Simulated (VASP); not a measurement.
# Ta2Si2O (P4mm) in VASP: notebook

Ta2Si2O is run at these levels: PBE; tasks: relaxation of cell and atoms.

All numbers are computed with VASP 6.6.1; they aren't measurements. Logs are shortened: lines on timing, memory, paths and dates and some standing lists are left out, and cuts for length are marked.

## Step 1: The cell of the first run

The structure is tetragonal, space group P4mm (No. 99). The conventional cell has a = 3.338 Å, b = 3.338 Å, c = 6.468 Å, α = 90.00°, β = 90.00°, γ = 90.00°. Within 3.1 Å of Ta (site symmetry 4mm) lie 4 O at 2.38 Å and 4 Si at 2.72 Å. Ta (site symmetry 4mm) has 1 O at 2.03 Å and 4 Si at 2.60 Å within 2.7 Å. Within 3.1 Å of Si (site symmetry 2mm) lie 4 Si at 2.36 Å and 4 Ta at 2.60 to 2.72 Å and 2 O at 2.96 Å. O (site symmetry 4mm) has 5 Ta at 2.03 to 2.38 Å within 2.7 Å.

The cell was generated, and may not be a known phase.

## Step 2: Relaxation of cell and atoms, PBE

INCAR reads:

```
SYSTEM = Ta2Si2O
ALGO = Normal
EDIFF = 1E-6
EDIFFG = -0.04
ENCUT = 600
GGA = PE
IBRION = 2
ISIF = 3
ISMEAR = 0
LASPH = .True.
LCHARG = .False.
LREAL = .False.
LWAVE = .False.
NELM = 100
NSW = 90
PREC = Accurate
SIGMA = 0.1
```

KPOINTS reads:

```
k-points
0
Gamma
  6 6 4
  0 0 0
```

POSCAR reads:

```
Ta2Si2O
1.0
    3.3377111351      0.0000000000      0.0000000000
    0.0000000000      3.3377111351      0.0000000000
    0.0000000000      0.0000000000      6.4676109560
Ta Si O
2 2 1
Direct
    0.0000000000      0.0000000000      0.3769685889
    0.5000000000      0.5000000000      0.0184509880
    0.5000000000      0.0000000000      0.7093981307
    0.0000000000      0.5000000000      0.7093981307
    0.5000000000      0.5000000000      0.3315667217
```

Potentials or basis: VASP PAW PBE potentials, release 64 (Ta_pv, Si, O).

Run with:

```bash
> cat potpaw_PBE.64/Ta_pv/POTCAR potpaw_PBE.64/Si/POTCAR potpaw_PBE.64/O/POTCAR > POTCAR
> mpirun -np 1 vasp_std > vasp.out
```

OUTCAR:

```text
SYSTEM = Ta2Si2O
   EDIFF = 1E-6
   EDIFFG = -0.04
   ENCUT = 600
   GGA = PE
   IBRION = 2
   ISIF = 3
   ISMEAR = 0
   LASPH = .True.
   LREAL = .False.
   NELM = 100
   NSW = 90
   PREC = Accurate

 ion  position               nearest neighbor table
   1  0.000  0.000  0.377-   5 2.38   5 2.38   5 2.38   5 2.38   4 2.72   3 2.72   3 2.72   4 2.72
                             2 3.31   2 3.31   2 3.31   2 3.31
   2  0.500  0.500  0.018-   5 2.03   4 2.60   3 2.60   3 2.60   4 2.60   1 3.31   1 3.31   1 3.31
                             1 3.31
   3  0.500  0.000  0.709-   4 2.36   4 2.36   4 2.36   4 2.36   2 2.60   2 2.60   1 2.72   1 2.72

   4  0.000  0.500  0.709-   3 2.36   3 2.36   3 2.36   3 2.36   2 2.60   2 2.60   1 2.72   1 2.72

   5  0.500  0.500  0.332-   2 2.03   1 2.38   1 2.38   1 2.38   1 2.38

  LATTYP: Found a simple tetragonal cell.
 ALAT       =     3.3377111351
 C/A-ratio  =     1.9377383765

  Lattice vectors:

 A1 = (   3.3377111351,   0.0000000000,   0.0000000000)
 A2 = (   0.0000000000,   3.3377111351,   0.0000000000)
 A3 = (   0.0000000000,   0.0000000000,   6.4676109560)

Analysis of symmetry for initial positions (statically):
=====================================================================
 Subroutine PRICEL returns:
 Original cell was already a primitive cell.

 Routine SETGRP: Setting up the symmetry group for a
 simple tetragonal supercell.

 Subroutine GETGRP returns: Found  8 space group operations
 (whereof  8 operations were pure point group operations)
 out of a pool of 16 trial point group operations.

The static configuration has the point symmetry C_4v.

Analysis of symmetry for dynamics (positions and initial velocities):
=====================================================================
 Subroutine PRICEL returns:
 Original cell was already a primitive cell.

 Routine SETGRP: Setting up the symmetry group for a
 simple tetragonal supercell.

 Subroutine GETGRP returns: Found  8 space group operations
 (whereof  8 operations were pure point group operations)
 out of a pool of 16 trial point group operations.

The dynamic configuration has the point symmetry C_4v.

 Subroutine INISYM returns: Found  8 space group operations
 (whereof  8 operations are pure point group operations),
 and found     1 'primitive' translations

----------------------------------------------------------------------------------------

                                     Primitive cell

  volume of cell :      72.0512

  direct lattice vectors                    reciprocal lattice vectors
     3.337711135  0.000000000  0.000000000     0.299606515  0.000000000  0.000000000
     0.000000000  3.337711135  0.000000000     0.000000000  0.299606515  0.000000000
     0.000000000  0.000000000  6.467610956     0.000000000  0.000000000  0.154616598

  length of vectors
     3.337711135  3.337711135  6.467610956     0.299606515  0.299606515  0.154616598

  position of ions in fractional coordinates (direct lattice)
     0.000000000  0.000000000  0.376968589
     0.500000000  0.500000000  0.018450988
     0.500000000  0.000000000  0.709398131
     0.000000000  0.500000000  0.709398131
     0.500000000  0.500000000  0.331566722

  ion indices of the primitive-cell ions
   primitive index   ion index
                 1           1
                 2           2
                 3           3
                 4           4
                 5           5

----------------------------------------------------------------------------------------

 KPOINTS: k-points

Automatic generation of k-mesh.
 Grid dimensions read from file:
 generate k-points for:    6    6    4

 Generating k-lattice:

  Cartesian coordinates                     Fractional coordinates (reciprocal lattice)
     0.049934419  0.000000000  0.000000000     0.166666667  0.000000000  0.000000000
     0.000000000  0.049934419  0.000000000     0.000000000  0.166666667  0.000000000
     0.000000000  0.000000000  0.038654149     0.000000000  0.000000000  0.250000000

  Length of vectors
     0.049934419  0.049934419  0.038654149

  Shift w.r.t. Gamma in fractional coordinates (k-lattice)
     0.000000000  0.000000000  0.000000000

 Subroutine IBZKPT returns following result:
 ===========================================

 Found     30 irreducible k-points:

 Following reciprocal coordinates:
            Coordinates               Weight
  0.000000  0.000000  0.000000      1.000000
  0.166667  0.000000  0.000000      4.000000
  0.333333  0.000000  0.000000      4.000000
  0.500000  0.000000  0.000000      2.000000
  0.166667  0.166667  0.000000      4.000000
  0.333333  0.166667  0.000000      8.000000
[... 16 lines left out ...]
  0.333333  0.000000  0.500000      4.000000
  0.500000  0.000000  0.500000      2.000000
 [... further k-points ...]
   k-points           NKPTS =     30   k-points in BZ     NKDIM =     30   number of bands    NBANDS=     22
   number of dos      NEDOS =    301   number of ions     NIONS =      5
   total plane-waves  NPLWV =  42336
   dimension x,y,z NGX =    28 NGY =   28 NGZ =   54
   dimension x,y,z NGXF=    56 NGYF=   56 NGZF=  108
   ions per type =               2   2   1
   NGX,Y,Z   is equivalent  to a cutoff of  13.95, 13.95, 13.88 a.u.
   NGXF,Y,Z  is equivalent  to a cutoff of  27.89, 27.89, 27.76 a.u.
 SYSTEM =  Ta2Si2O
   PREC   = accura    normal or accurate (medium, high low for compatibility)
   ISTART =      0    job   : 0-new  1-cont  2-samecut
   ICHARG =      2    charge: 1-file 2-atom 10-const
   ISPIN  =      1    spin polarized calculation?
   LNONCOLLINEAR =      F non collinear calculations
   LSORBIT =      F    spin-orbit coupling
   LASPH  =      T    aspherical Exc in radial PAW
   ENCUT  =  600.0 eV  44.10 Ry    6.64 a.u.   6.67  6.67 12.92*2*pi/ulx,y,z
   NELM   =    100;   NELMIN=  2; NELMDL= -5     # of ELM steps
   EDIFF  = 0.1E-05   stopping-criterion for ELM
   LREAL  =      F    real-space projection
   EDIFFG = -.4E-01   stopping-criterion for IOM
   NSW    =     90    number of steps for IOM
   IBRION =      2    ionic relax: 0-MD 1-quasi-New 2-CG
   NFREE  =      1    steps in history (QN), initial steepest desc. (CG)
   ISIF   =      3    stress and relaxation
   ISYM   =      2    0-nonsym 1-usesym 2-fastsym
   POTIM  = 0.5000    time-step for ionic-motion
   TEBEG  =    0.0;   TEEND  =   0.0 temperature during run
   PSTRESS=    0.0 pullay stress
   NELECT =      36.0000    total number of electrons
   NUPDOWN=      -1.0000    fix difference up-down
   EMIN   =  10.00;   EMAX   =-10.00  energy-range for DOS
   EFERMI =   0.00;   METHOD = LEGACY
   ISMEAR =     0;   SIGMA  =   0.10  broadening in eV -4-tet -1-fermi 0-gaus
   EFERMI_NEDOS =   21; number of points for ismear=-14 and -15
   IALGO  =     38    algorithm
   IMIX   =      4    mixing-type and parameters
     AMIX     =   0.40;   BMIX     =  1.00
     AMIX_MAG =   1.60;   BMIX_MAG =  1.00
  volume/ion in A,a.u.               =      14.41        97.25
  Fermi-wavevector in a.u.,A,eV,Ry     =   1.299058  2.454864 22.960534  1.687552
  Thomas-Fermi vector in A             =   2.430346
   LORBIT       =      0    0 simple, 1 ext, 2 COOP (PROOUT), +10 PAW based schemes
   GGA     = PE    functional components
   LHFCALC =     F    Hartree Fock is set to
   AEXX    =    0.0000 exact exchange contribution
   IVDW    =     0    specifies the selected vdW correction
   LEPSILON=     F    determine dielectric tensor
   LRPA    =     F    only Hartree local field effects (RPA)
 conjugate gradient relaxation of ions
 non-spin polarized calculation
 Gauss-broadening in eV      SIGMA  =   0.10
  energy-cutoff  :      600.00
  volume of cell :       72.05
 maximum number of plane-waves:      2426
 NGX is ok and might be reduce to    28
   NGX = 13   NGY = 13   NGZ = 25

--------------------------------------- Ionic step        1  -------------------------------------------

 number of electron      35.9999999 magnetization

 Free energy of the ion-electron system (eV)
  ---------------------------------------------------
  ext. energy  EPLUGINS =         0.00000000
  ---------------------------------------------------
  free energy    TOTEN  =       -41.85745669 eV

  energy without entropy =      -41.83921860  energy(sigma->0) =      -41.84833764

------------------------ aborting loop because EDIFF is reached ----------------------------------------

  FORCE on cell =-STRESS in cart. coord.  units (eV):
  Direction    XX          YY          ZZ          XY          YZ          ZX
  --------------------------------------------------------------------------------------
  -------------------------------------------------------------------------------------
  Total       -0.1584106     -0.1584106      0.7143404      0.0000000     -0.0000000      0.0000000
  in kB       -3.5225200     -3.5225200     15.8845309      0.0000000     -0.0000000      0.0000000
  external PRESSURE =       2.9464970 kB  Pullay stress =       0.0000000 kB
[... 219 lines left out ...]
  energy  without entropy=      -41.8435490002  energy(sigma->0) =      -41.85421117

--------------------------------------- Ionic step        7  -------------------------------------------

 number of electron      36.0000002 magnetization

 Free energy of the ion-electron system (eV)
  ---------------------------------------------------
  ext. energy  EPLUGINS =         0.00000000
  ---------------------------------------------------
  free energy    TOTEN  =       -41.86556012 eV

  energy without entropy =      -41.84438708  energy(sigma->0) =      -41.85497360

 E-fermi :   7.9051     XC(G=0): -11.8645

 val. band max:        7.8954598594   @ k =   0.3333   0.1667   0.0000
 cond. band min:       7.9126425893   @ k =   0.1667   0.1667   0.0000
 fundamental gap:      0.0171827299
 Fermi energy:         7.9050851072

 k-point     1 :       0.0000    0.0000    0.0000
  band No.  band energies     occupation
      1     -27.8118      2.00000
      2     -27.8118      2.00000
      3     -27.6147      2.00000
      4     -27.1181      2.00000
      5     -26.8110      2.00000
      6     -26.8110      2.00000
[... 574 lines left out ...]
      6     -26.7973      2.00000
[... 14 lines left out ...]
     21      10.2290      0.00000
     22      10.2962      0.00000

 [... further k-points ...]

------------------------ aborting loop because EDIFF is reached ----------------------------------------

  FORCE on cell =-STRESS in cart. coord.  units (eV):
  Direction    XX          YY          ZZ          XY          YZ          ZX
  --------------------------------------------------------------------------------------
  -------------------------------------------------------------------------------------
  Total       -0.0677090     -0.0677090     -0.0190205      0.0000000      0.0000000      0.0000000
  in kB       -1.4976752     -1.4976752     -0.4207196      0.0000000      0.0000000      0.0000000
  external PRESSURE =      -1.1386900 kB  Pullay stress =       0.0000000 kB
[... 20 lines left out ...]
  FREE ENERGIE OF THE ION-ELECTRON SYSTEM (eV)
  ---------------------------------------------------
  free  energy   TOTEN  =       -41.8655601181 eV

  energy  without entropy=      -41.8443870758  energy(sigma->0) =      -41.85497360

 reached required accuracy - stopping structural energy minimisation
```

It took 2.6 min on 1 thread of Intel Xeon Platinum 8488C (Sapphire Rapids), shared host; peak memory 0.24 GiB.

What came out:

| Property | Result |
| --- | --- |
| Free energy | -41.8656 eV |
| Relaxed volume | 14.49 Å³/atom |
| Relaxed cell | a = 3.328 Å, b = 3.328 Å, c = 6.540 Å, α = 90.00°, β = 90.00°, γ = 90.00° |
| Space group after relaxing (to 0.1 Å) | P4mm (No. 99) |
| Energy gained by relaxing | 1.6 meV/atom |
| Ionic steps | 7 |
| Pressure after relaxing | -0.1 GPa |
| Largest force after relaxing | 0.030 eV/Å |
| Band gap on the k mesh | zero (bands 18 and 19 overlap by 1.60 eV) |

Forces on the atoms (eV/Å):
```
Ta   0.000  0.000  0.030
Ta   0.000  0.000 -0.017
Si   0.000  0.000 -0.012
Si   0.000  0.000 -0.012
O    0.000  0.000  0.012
```

The path:
```tsv
step	energy change (eV)	largest force (eV/Å)	pressure (GPa)	volume (Å³)
1	0.0000	0.1671	0.29	72.05
2	-0.0038	0.1774	-0.56	72.33
3	-0.0038	0.1860	-0.63	72.35
4	-0.0061	0.0809	0.32	72.05
5	-0.0061	0.0760	0.43	72.01
6	-0.0074	0.0520	0.21	72.19
7	-0.0081	0.0296	-0.11	72.43
```

Final structure:
```
Ta Si O
1.0
     3.32800    0.00000    0.00000
     0.00000    3.32800    0.00000
     0.00000    0.00000    6.53994
Ta Si O
2 2 1
Direct
  0.00000 0.00000 0.38290
  0.50000 0.50000 0.01690
  0.50000 0.00000 0.70940
  0.00000 0.50000 0.70940
  0.50000 0.50000 0.32718
```

Caveat: spin-orbit coupling is left out, which moves the levels of the heavy elements.

## Step 3: Relaxation of cell and atoms, PBE

This run uses another cell than the first one, of 14.48 Å³/atom.

INCAR reads:

```
SYSTEM = Ta2Si2O
  ALGO = Normal
  EDIFF = 1E-6
  EDIFFG = -0.01
  ENCUT = 600
  GGA = PE
  IBRION = 2
  ISIF = 3
  ISMEAR = 0
  LASPH = .TRUE.
  LCHARG = .FALSE.
  LREAL = .FALSE.
  LWAVE = .FALSE.
  NELM = 100
  NSW = 100
  PREC = Accurate
  SIGMA = 0.1
```

KPOINTS reads:

```
k-points
0
G
  12 12 6
  0 0 0
```

POSCAR reads:

```
Ta2Si2O
1.0
    3.3277568472      0.0000000000      0.0000000000
    0.0000000000      3.3277568472      0.0000000000
    0.0000000000      0.0000000000      6.5362459708
Ta Si O
2 2 1
Direct
    0.0000000000      0.0000000000      0.3832686613
    0.5000000000      0.5000000000      0.0170988345
    0.5000000000      0.0000000000      0.7091104476
    0.0000000000      0.5000000000      0.7091104476
    0.5000000000      0.5000000000      0.3271941690
```

Potentials or basis: VASP PAW PBE potentials, release 64 (Ta_pv, Si, O).

Run with:

```bash
> cat potpaw_PBE.64/Ta_pv/POTCAR potpaw_PBE.64/Si/POTCAR potpaw_PBE.64/O/POTCAR > POTCAR
> mpirun -np 1 vasp_std > vasp.out
```

Run time: 7.5 min. Hardware: 1 thread of Intel Xeon Platinum 8488C (Sapphire Rapids), shared host; peak memory 0.36 GiB.

The run converged. Its results:

- Free energy: -41.8846 eV
- Relaxed volume: 14.45 Å³/atom
- Relaxed cell: a = 3.326 Å, b = 3.326 Å, c = 6.532 Å, α = 90.00°, β = 90.00°, γ = 90.00°
- Space group after relaxing (to 0.1 Å): P4mm (No. 99)
- Energy gained by relaxing: 0.1 meV/atom
- Ionic steps: 7
- Pressure after relaxing: 0.0 GPa
- Largest force after relaxing: 0.007 eV/Å
- Band gap on the k mesh: zero (bands 18 and 19 overlap by 1.45 eV)

Forces on the atoms (eV/Å):
```
Ta   0.000  0.000  0.002
Ta   0.000  0.000 -0.007
Si   0.000  0.000  0.004
Si   0.000  0.000  0.004
O    0.000  0.000 -0.003
```

Stress tensor (GPa, compression positive):
```
 0.05  0.00  0.00
 0.00  0.05  0.00
 0.00  0.00 -0.02
```

Step by step:
```csv
step,energy change (eV),largest force (eV/Å),pressure (GPa),volume (Å³)
1,0.0000,0.1002,-0.01,72.38
2,-0.0002,0.0673,-0.18,72.37
3,-0.0003,0.0284,-0.13,72.37
4,-0.0004,0.0276,0.13,72.26
5,-0.0004,0.0268,0.13,72.26
6,-0.0005,0.0160,0.07,72.26
7,-0.0005,0.0068,0.03,72.26
```

Final structure:
```yaml
crystal:
  lattice:
    - [3.32609, 0.00000, 0.00000]
    - [0.00000, 3.32609, 0.00000]
    - [0.00000, 0.00000, 6.53215]
  atoms:
    - { symbol: Ta, position: [0.00000, 0.00000, 0.38211] }
    - { symbol: Ta, position: [0.50000, 0.50000, 0.01720] }
    - { symbol: Si, position: [0.50000, 0.00000, 0.70906] }
    - { symbol: Si, position: [0.00000, 0.50000, 0.70906] }
    - { symbol: O, position: [0.50000, 0.50000, 0.32835] }
```

Levels at points of the mesh, in eV from the Fermi level:
```
           k point  band 15  band 16  band 17  band 18  band 19  band 20  band 21  band 22
(0.00, 0.00, 0.00)    -3.15    -3.15    -2.19    -0.25     0.82     0.82     1.15     2.00
(0.50, 0.00, 0.00)    -1.53    -0.88    -0.80    -0.71     0.15     0.60     1.41     3.35
(0.50, 0.50, 0.00)    -2.72    -2.72    -1.89     0.60     0.74     0.74     1.65     2.80
(0.00, 0.00, 0.50)    -2.96    -2.73    -2.28     0.02     0.02     0.14     0.81     1.20
(0.50, 0.00, 0.50)    -2.28    -1.48    -1.23    -0.53     0.59     1.43     2.35     2.45
(0.50, 0.50, 0.50)    -3.25    -3.25    -3.02     0.90     1.97     1.97     2.80     2.83
```

Caveat: spin-orbit coupling is left out, which moves the levels of the heavy elements.
